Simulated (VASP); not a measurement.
# Au (P6/mmm) in VASP: further runs

The runs below take Au through single point, with RPBE.

Program: VASP 6.6.1. These are calculated values, not measurements. Logs are shortened: lines on timing, memory, paths and dates and some standing lists are left out, and cuts for length are marked.

**1. The cell of the first run**

The structure is hexagonal, space group P6/mmm (No. 191). Conventional cell: a = 4.971 Å, b = 4.971 Å, c = 2.971 Å, α = 90.00°, β = 90.00°, γ = 120.00°. Au (site symmetry 6/mmm) has 14 Au at 2.97 to 3.23 Å within 3.9 Å. Within 3.8 Å of Au (site symmetry -6m2) lie 11 Au at 2.87 to 3.23 Å.

This isn't the form of Au at room conditions, which is fcc.

**2. Single point, RPBE (21.19 Å³/atom)**

INCAR

```
SYSTEM = Au
  PREC = Accurate
  ENCUT = 520
  EDIFF = 1E-7
  ISMEAR = -1
  SIGMA = 0.1
  LREAL = .FALSE.
  LASPH = .TRUE.
  NELM = 80
  ALGO = Normal
  ISIF = 2
  LWAVE = .FALSE.
  LCHARG = .FALSE.
  GGA = RP
  NBANDS = 24
```

KPOINTS

```
Automatic mesh
0
G
  9 9 12
  0 0 0
```

POSCAR

```
Au
1.0
    4.9710847407      0.0000000000      0.0000000000
   -2.4855423704      4.3050856698      0.0000000000
    0.0000000000      0.0000000000      2.9709649293
Au
3
Direct
    1.0000000000      1.0000000000      0.0000000000
    0.3333333333      0.6666666667      0.5000000000
    0.6666666667      0.3333333333      0.5000000000
```

Potentials or basis: VASP PAW PBE potentials, release 64 (Au).

The run is started by

```sh
cat potpaw_PBE.64/Au/POTCAR > POTCAR
mpirun -np 1 vasp_std > vasp.out
```

OUTCAR:

```text
SYSTEM = Au
   PREC = Accurate
   ENCUT = 520
   EDIFF = 1E-7
   ISMEAR = -1
   LREAL = .FALSE.
   LASPH = .TRUE.
   NELM = 80
   ISIF = 2
   GGA = RP

 ion  position               nearest neighbor table
   1  0.000  0.000  0.000-   2 3.23   3 3.23   2 3.23   3 3.23   3 3.23   3 3.23   2 3.23   2 3.23
                             3 3.23   3 3.23   2 3.23   2 3.23
   2  0.333  0.667  0.500-   3 2.87   3 2.87   3 2.87   1 3.23   1 3.23   1 3.23   1 3.23   1 3.23
                             1 3.23
   3  0.667  0.333  0.500-   2 2.87   2 2.87   2 2.87   1 3.23   1 3.23   1 3.23   1 3.23   1 3.23
                             1 3.23

  LATTYP: Found a hexagonal cell.
 ALAT       =     4.9710847407
 C/A-ratio  =     0.5976492223

  Lattice vectors:

 A1 = (   4.9710847407,   0.0000000000,   0.0000000000)
 A2 = (  -2.4855423704,   4.3050856698,   0.0000000000)
 A3 = (   0.0000000000,   0.0000000000,   2.9709649293)

Analysis of symmetry for initial positions (statically):
=====================================================================
 Subroutine PRICEL returns:
 Original cell was already a primitive cell.

 Routine SETGRP: Setting up the symmetry group for a
 hexagonal supercell.

 Subroutine GETGRP returns: Found 24 space group operations
 (whereof 24 operations were pure point group operations)
 out of a pool of 24 trial point group operations.

The static configuration has the point symmetry D_6h.

Analysis of symmetry for dynamics (positions and initial velocities):
=====================================================================
 Subroutine PRICEL returns:
 Original cell was already a primitive cell.

 Routine SETGRP: Setting up the symmetry group for a
 hexagonal supercell.

 Subroutine GETGRP returns: Found 24 space group operations
 (whereof 24 operations were pure point group operations)
 out of a pool of 24 trial point group operations.

The dynamic configuration has the point symmetry D_6h.

 Subroutine INISYM returns: Found 24 space group operations
 (whereof 24 operations are pure point group operations),
 and found     1 'primitive' translations

----------------------------------------------------------------------------------------

                                     Primitive cell

  volume of cell :      63.5815

  direct lattice vectors                    reciprocal lattice vectors
     4.971084741  0.000000000  0.000000000     0.201163338  0.116141707  0.000000000
    -2.485542370  4.305085670  0.000000000     0.000000000  0.232283415  0.000000000
[... 80 lines left out ...]
   ICHARG =      2    charge: 1-file 2-atom 10-const
   ISPIN  =      1    spin polarized calculation?
   LNONCOLLINEAR =      F non collinear calculations
   LSORBIT =      F    spin-orbit coupling
   LASPH  =      T    aspherical Exc in radial PAW
   ENCUT  =  520.0 eV  38.22 Ry    6.18 a.u.   9.24  9.24  5.52*2*pi/ulx,y,z
   NELM   =     80;   NELMIN=  2; NELMDL= -5     # of ELM steps
   EDIFF  = 0.1E-06   stopping-criterion for ELM
   LREAL  =      F    real-space projection
   EDIFFG = 0.1E-05   stopping-criterion for IOM
   NSW    =      0    number of steps for IOM
   IBRION =     -1    ionic relax: 0-MD 1-quasi-New 2-CG
   NFREE  =      0    steps in history (QN), initial steepest desc. (CG)
   ISIF   =      2    stress and relaxation
   ISYM   =      2    0-nonsym 1-usesym 2-fastsym
   POTIM  = 0.5000    time-step for ionic-motion
   TEBEG  =    0.0;   TEEND  =   0.0 temperature during run
   PSTRESS=    0.0 pullay stress
   NELECT =      33.0000    total number of electrons
   NUPDOWN=      -1.0000    fix difference up-down
   EMIN   =  10.00;   EMAX   =-10.00  energy-range for DOS
   EFERMI =   0.00;   METHOD = LEGACY
   ISMEAR =    -1;   SIGMA  =   0.10  broadening in eV -4-tet -1-fermi 0-gaus
   EFERMI_NEDOS =   21; number of points for ismear=-14 and -15
   IALGO  =     38    algorithm
   IMIX   =      4    mixing-type and parameters
     AMIX     =   0.40;   BMIX     =  1.00
     AMIX_MAG =   1.60;   BMIX_MAG =  1.00
  volume/ion in A,a.u.               =      21.19       143.02
  Fermi-wavevector in a.u.,A,eV,Ry     =   1.315637  2.486193 23.550323  1.730900
  Thomas-Fermi vector in A             =   2.445805
   LORBIT       =      0    0 simple, 1 ext, 2 COOP (PROOUT), +10 PAW based schemes
   GGA     = RP    functional components
   LHFCALC =     F    Hartree Fock is set to
   AEXX    =    0.0000 exact exchange contribution
   IVDW    =     0    specifies the selected vdW correction
   LEPSILON=     F    determine dielectric tensor
   LRPA    =     F    only Hartree local field effects (RPA)
 non-spin polarized calculation
  energy-cutoff  :      520.00
  volume of cell :       63.58
 maximum number of plane-waves:      1733
 NGX is ok and might be reduce to    40
   NGX = 19   NGY = 19   NGZ = 11

 number of electron      33.0000000 magnetization

 Free energy of the ion-electron system (eV)
  ---------------------------------------------------
  ext. energy  EPLUGINS =         0.00000000
  ---------------------------------------------------
  free energy    TOTEN  =        -7.53094092 eV

  energy without entropy =       -7.49893519  energy(sigma->0) =       -7.51493805

 E-fermi :   6.3887     XC(G=0): -11.3186

 val. band max:        6.3532902236   @ k =   0.0000   0.0000   0.5000
 cond. band min:       6.3918631654   @ k =   0.3333  -0.0000   0.2500
 fundamental gap:      0.0385729417
 Fermi energy:         6.3886713719

 k-point     1 :       0.0000    0.0000    0.0000
  band No.  band energies     occupation
      1      -1.3679      2.00000
      2       1.0816      2.00000
      3       1.9551      2.00000
      4       2.2998      2.00000
      5       2.4457      2.00000
      6       2.4457      2.00000
[... 637 lines left out ...]
     23      19.8106      0.00000
     24      19.9523      0.00000

 [... further k-points ...]
[... 5 lines left out ...]
  --------------------------------------------------------------------------------------
  -------------------------------------------------------------------------------------
  Total       -3.5116426     -3.5116426     -4.0184378      0.0000000      0.0000000     -0.0000000
  in kB      -88.4892263    -88.4892263   -101.2598642      0.0000000      0.0000000     -0.0000000
  external PRESSURE =     -92.7461056 kB  Pullay stress =       0.0000000 kB

 VOLUME and BASIS-vectors are now :
 -----------------------------------------------------------------------------
  energy-cutoff  :      520.00
  volume of cell :       63.58
      direct lattice vectors                 reciprocal lattice vectors
     4.971084741  0.000000000  0.000000000     0.201163338  0.116141707  0.000000000
    -2.485542370  4.305085670  0.000000000     0.000000000  0.232283415  0.000000000
     0.000000000  0.000000000  2.970964929     0.000000000  0.000000000  0.336590981

 POSITION                                       TOTAL-FORCE (eV/Angst)
 -----------------------------------------------------------------------------------
      0.00000      0.00000      0.00000         0.000000      0.000000     -0.000000
     -0.00000      2.87006      1.48548        -0.000000      0.000000      0.000000
      2.48554      1.43503      1.48548         0.000000     -0.000000     -0.000000
 -----------------------------------------------------------------------------------
    total drift:                                0.000000     -0.000000      0.000000

  FREE ENERGIE OF THE ION-ELECTRON SYSTEM (eV)
  ---------------------------------------------------
  free  energy   TOTEN  =        -7.5309409174 eV

  energy  without entropy=       -7.4989351855  energy(sigma->0) =       -7.51493805
```

OSZICAR:

```text
N       E                     dE             d eps       ncg     rms          rms(c)
DAV:   1     0.195586315988E+03    0.19559E+03   -0.16105E+04  4056   0.127E+03
DAV:   2    -0.453490086795E+01   -0.20012E+03   -0.18398E+03  4440   0.279E+02
DAV:   3    -0.805502201590E+01   -0.35201E+01   -0.34910E+01  4760   0.380E+01
DAV:   4    -0.807524972485E+01   -0.20228E-01   -0.20226E-01  4656   0.306E+00
DAV:   5    -0.807547785262E+01   -0.22813E-03   -0.22812E-03  4968   0.356E-01    0.851E+00
DAV:   6    -0.754672775330E+01    0.52875E+00   -0.13475E+00  4384   0.890E+00    0.631E+00
DAV:   7    -0.753102739826E+01    0.15700E-01   -0.66436E-02  4712   0.191E+00    0.360E+00
DAV:   8    -0.753088552510E+01    0.14187E-03   -0.47524E-03  4568   0.490E-01    0.242E-01
DAV:   9    -0.753088008879E+01    0.54363E-05   -0.49879E-05  4968   0.730E-02    0.353E-02
DAV:  10    -0.753093321738E+01   -0.53129E-04   -0.35901E-05  4696   0.521E-02    0.458E-02
DAV:  11    -0.753094121172E+01   -0.79943E-05   -0.56168E-06  4808   0.189E-02    0.349E-03
DAV:  12    -0.753094094495E+01    0.26676E-06   -0.85870E-08  3336   0.206E-03    0.649E-04
DAV:  13    -0.753094091735E+01    0.27604E-07   -0.19909E-08  2824   0.112E-03
   1 F= -.75309409E+01 E0= -.75149381E+01  d E =-.320057E-01
```

Run time: 92 s. Hardware: 1 thread of Intel Xeon Platinum 8259CL at 2.50GHz (Skylake/Cascade Lake), shared host; peak memory 0.25 GiB.

What came out:

```
Free energy            : -7.5309 eV
Pressure               : -9.3 GPa
Band gap on the k mesh : zero (an odd number of electrons rules out a gap without spin polarisation)
```

Caveat: the cell stands under tension; the PAW data sets were made with another functional, which shifts forces and pressure a little; spin-orbit coupling is left out, which moves the levels of the heavy elements.

**3. Single point, RPBE**

This run uses another cell than the first one, of 18.92 Å³/atom.

INCAR

```
SYSTEM = Au
PREC = Accurate ; ENCUT = 520
EDIFF = 1E-6 ; ISMEAR = -1
SIGMA = 0.1 ; LREAL = .FALSE.
LASPH = .TRUE. ; NELM = 80
ALGO = Normal ; ISIF = 2
LWAVE = .FALSE. ; LCHARG = .TRUE.
GGA = RP ; LELF = .TRUE.
LVHAR = .TRUE. ; NBANDS = 24
```

KPOINTS

```
Automatic mesh
0
G
  10 10 14
  0 0 0
```

POSCAR

```
Au
1.0
    4.7867986398      0.0000000000      0.0000000000
   -2.3933993199      4.1454892248      0.0000000000
    0.0000000000      0.0000000000      2.8608264844
Au
3
Direct
    1.0000000000      1.0000000000      0.0000000000
    0.3333333333      0.6666666667      0.5000000000
    0.6666666667      0.3333333333      0.5000000000
```

Potentials or basis: VASP PAW PBE potentials, release 64 (Au).

The run is started by

```sh
cat potpaw_PBE.64/Au/POTCAR > POTCAR
mpirun -np 1 vasp_std > vasp.out
```

OUTCAR:

```text
SYSTEM = Au
   PREC = Accurate
   ENCUT = 520
   EDIFF = 1E-6
   ISMEAR = -1
   LREAL = .FALSE.
   LASPH = .TRUE.
   NELM = 80
   ISIF = 2
   GGA = RP

 ion  position               nearest neighbor table
   1  0.000  0.000  0.000-   2 3.11   3 3.11   2 3.11   3 3.11   2 3.11   2 3.11   3 3.11   3 3.11
                             3 3.11   3 3.11   2 3.11   2 3.11
   2  0.333  0.667  0.500-   3 2.76   3 2.76   3 2.76   1 3.11   1 3.11   1 3.11   1 3.11   1 3.11
                             1 3.11
   3  0.667  0.333  0.500-   2 2.76   2 2.76   2 2.76   1 3.11   1 3.11   1 3.11   1 3.11   1 3.11
                             1 3.11

  LATTYP: Found a hexagonal cell.
 ALAT       =     4.7867986398
 C/A-ratio  =     0.5976492223

  Lattice vectors:

 A1 = (   4.7867986398,   0.0000000000,   0.0000000000)
 A2 = (  -2.3933993199,   4.1454892248,   0.0000000000)
 A3 = (   0.0000000000,   0.0000000000,   2.8608264844)

Analysis of symmetry for initial positions (statically):
=====================================================================
 Subroutine PRICEL returns:
 Original cell was already a primitive cell.

 Routine SETGRP: Setting up the symmetry group for a
 hexagonal supercell.

 Subroutine GETGRP returns: Found 24 space group operations
 (whereof 24 operations were pure point group operations)
 out of a pool of 24 trial point group operations.

The static configuration has the point symmetry D_6h.

Analysis of symmetry for dynamics (positions and initial velocities):
=====================================================================
 Subroutine PRICEL returns:
 Original cell was already a primitive cell.

 Routine SETGRP: Setting up the symmetry group for a
 hexagonal supercell.

 Subroutine GETGRP returns: Found 24 space group operations
 (whereof 24 operations were pure point group operations)
 out of a pool of 24 trial point group operations.

The dynamic configuration has the point symmetry D_6h.

[... 111 lines left out ...]
   NELECT =      33.0000    total number of electrons
   NUPDOWN=      -1.0000    fix difference up-down
   EMIN   =  10.00;   EMAX   =-10.00  energy-range for DOS
   EFERMI =   0.00;   METHOD = LEGACY
   ISMEAR =    -1;   SIGMA  =   0.10  broadening in eV -4-tet -1-fermi 0-gaus
   EFERMI_NEDOS =   21; number of points for ismear=-14 and -15
   IALGO  =     38    algorithm
   IMIX   =      4    mixing-type and parameters
     AMIX     =   0.40;   BMIX     =  1.00
     AMIX_MAG =   1.60;   BMIX_MAG =  1.00
  volume/ion in A,a.u.               =      18.92       127.70
  Fermi-wavevector in a.u.,A,eV,Ry     =   1.366287  2.581908 25.398548  1.866741
  Thomas-Fermi vector in A             =   2.492441
   LORBIT       =      0    0 simple, 1 ext, 2 COOP (PROOUT), +10 PAW based schemes
   GGA     = RP    functional components
   LHFCALC =     F    Hartree Fock is set to
   AEXX    =    0.0000 exact exchange contribution
   IVDW    =     0    specifies the selected vdW correction
   LEPSILON=     F    determine dielectric tensor
   LRPA    =     F    only Hartree local field effects (RPA)
 non-spin polarized calculation
  energy-cutoff  :      520.00
  volume of cell :       56.77
 maximum number of plane-waves:      1547
 NGX is ok and might be reduce to    36
   NGX = 17   NGY = 17   NGZ = 11

 number of electron      33.0000006 magnetization

 Free energy of the ion-electron system (eV)
  ---------------------------------------------------
  ext. energy  EPLUGINS =         0.00000000
  ---------------------------------------------------
  free energy    TOTEN  =        -7.75810108 eV

  energy without entropy =       -7.73144767  energy(sigma->0) =       -7.74477438

 E-fermi :   7.9503     XC(G=0): -11.9864

 val. band max:        7.9392152545   @ k =   0.3000   0.3000   0.4286
 cond. band min:       7.9735995277   @ k =   0.0000   0.0000   0.5000
 fundamental gap:      0.0343842733
 Fermi energy:         7.9503259915

 k-point     1 :       0.0000    0.0000    0.0000
  band No.  band energies     occupation
      1      -0.8280      2.00000
      2       1.8463      2.00000
      3       2.9180      2.00000
      4       3.3244      2.00000
      5       3.4467      2.00000
      6       3.4467      2.00000
[... 637 lines left out ...]
     23      20.5359      0.00000
     24      21.5251      0.00000

 [... further k-points ...]
[... 5 lines left out ...]
  --------------------------------------------------------------------------------------
  -------------------------------------------------------------------------------------
  Total        0.0583713      0.0583713     -0.4038702      0.0000000     -0.0000000      0.0000000
  in kB        1.6473952      1.6473952    -11.3982964      0.0000000     -0.0000000      0.0000000
  external PRESSURE =      -2.7011686 kB  Pullay stress =       0.0000000 kB

 VOLUME and BASIS-vectors are now :
 -----------------------------------------------------------------------------
  energy-cutoff  :      520.00
  volume of cell :       56.77
      direct lattice vectors                 reciprocal lattice vectors
     4.786798640  0.000000000  0.000000000     0.208907889  0.120613026  0.000000000
    -2.393399320  4.145489225  0.000000000     0.000000000  0.241226052  0.000000000
     0.000000000  0.000000000  2.860826484     0.000000000  0.000000000  0.349549337

 POSITION                                       TOTAL-FORCE (eV/Angst)
 -----------------------------------------------------------------------------------
      0.00000      0.00000      0.00000        -0.000000      0.000000     -0.000000
     -0.00000      2.76366      1.43041        -0.000000      0.000000      0.000000
      2.39340      1.38183      1.43041         0.000000      0.000000     -0.000000
 -----------------------------------------------------------------------------------
    total drift:                                0.000000      0.000000     -0.000000

  FREE ENERGIE OF THE ION-ELECTRON SYSTEM (eV)
  ---------------------------------------------------
  free  energy   TOTEN  =        -7.7581010837 eV

  energy  without entropy=       -7.7314476698  energy(sigma->0) =       -7.74477438
```

OSZICAR:

```text
N       E                     dE             d eps       ncg     rms          rms(c)
DAV:   1     0.201809550722E+03    0.20181E+03   -0.16431E+04  5464   0.129E+03
DAV:   2    -0.472933821419E+01   -0.20654E+03   -0.19152E+03  5928   0.289E+02
DAV:   3    -0.835986882736E+01   -0.36305E+01   -0.36045E+01  6408   0.396E+01
DAV:   4    -0.837969549308E+01   -0.19827E-01   -0.19825E-01  6280   0.310E+00
DAV:   5    -0.837990350328E+01   -0.20801E-03   -0.20801E-03  6632   0.347E-01    0.120E+01
DAV:   6    -0.779223882329E+01    0.58766E+00   -0.13248E+00  6120   0.911E+00    0.817E+00
DAV:   7    -0.776086921529E+01    0.31370E-01   -0.11362E-01  6376   0.262E+00    0.399E+00
DAV:   8    -0.775809913100E+01    0.27701E-02   -0.69789E-03  6256   0.598E-01    0.320E-01
DAV:   9    -0.775805803434E+01    0.41097E-04   -0.10682E-04  6656   0.161E-01    0.691E-02
DAV:  10    -0.775809199953E+01   -0.33965E-04   -0.25344E-05  6456   0.425E-02    0.669E-02
DAV:  11    -0.775810112990E+01   -0.91304E-05   -0.59723E-06  6456   0.207E-02    0.273E-03
DAV:  12    -0.775810108371E+01    0.46196E-07   -0.86925E-08  3840   0.348E-03
   1 F= -.77581011E+01 E0= -.77447744E+01  d E =-.266534E-01
```

stdout:

```text
POSCAR found type information on POSCAR Au
 POSCAR found :  1 types and       3 ions
 scaLAPACK will be used
 -----------------------------------------------------------------------------
|                                                                             |
|                                                                             |
|     You enforced a specific xc type in the INCAR file but a different       |
|     I HOPE YOU KNOW WHAT YOU ARE DOING!                                     |
|                                                                             |
 -----------------------------------------------------------------------------

 LDA part: xc-table for (Slater+PW92), standard interpolation
 POSCAR, INCAR and KPOINTS ok, starting setup
 FFT: planning ... GRIDC
 FFT: planning ... GRID_SOFT
 FFT: planning ... GRID
 WAVECAR not read
 entering main loop
```

Run time: 89 s. Hardware: 1 thread of Intel Xeon Platinum 8259CL at 2.50GHz (Skylake/Cascade Lake), shared host; peak memory 0.26 GiB.

What came out:

```yaml
Free_energy: -7.7581 eV
Pressure: -0.3 GPa
Band_gap_on_the_k_mesh: zero (an odd number of electrons rules out a gap without spin polarisation)
```

Stress tensor (GPa, compression positive):
```
 0.16  0.00  0.00
 0.00  0.16  0.00
 0.00  0.00 -1.14
```

Levels at points of the mesh, in eV from the Fermi level:
```
           k point  band 14  band 15  band 16  band 17  band 18  band 19
(0.00, 0.00, 0.00)    -3.16    -1.83    -1.83     2.61     3.41     5.02
(0.50, 0.00, 0.00)    -2.21    -2.19    -1.96    -1.76    -0.25     2.83
(0.00, 0.00, 0.50)    -2.09    -1.23     0.02     0.37     6.40     6.53
(0.50, 0.00, 0.50)    -1.93    -1.51     0.70     1.08     2.57     2.89
```

Caveat: the PAW data sets were made with another functional, which shifts forces and pressure a little; spin-orbit coupling is left out, which moves the levels of the heavy elements.

The gap in the log of VASP goes by the Fermi energy; the results here count the filled bands.